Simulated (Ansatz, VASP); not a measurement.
**Two plane-wave programs on Si**

```
CELL_PARAMETERS angstrom
3.83132 0.00000 0.00000
-1.91566 3.31802 0.00000
0.00000 0.00000 6.33262
ATOMIC_POSITIONS crystal
Si 0.33333 0.66667 0.06301
Si 0.66667 0.33333 0.56301
Si 0.33333 0.66667 0.43699
Si 0.66667 0.33333 0.93699
```

Alike in both runs: task single point; functional PBE; k mesh 10 × 10 × 6; occupations fermi-dirac, width 0.05 eV; no spin polarisation.

|  | VASP | Ansatz |
| --- | --- | --- |
| version | VASP 6.6.1 | Ansatz 0.2.0 |
| potentials or method | VASP PAW PBE potentials, release 64 (Si), cutoff 500 eV | plane waves, PAW |
| valence electrons in the cell | 16 | 16 |

```csv
,VASP,Ansatz,Ansatz less VASP
pressure (GPa),1.4,1.4,+0.08
```

The functional is the same, so the differences come from potentials, cutoffs and numerics. Ansatz's warnings: stress scf threshold loose, structure snapped to symmetry.
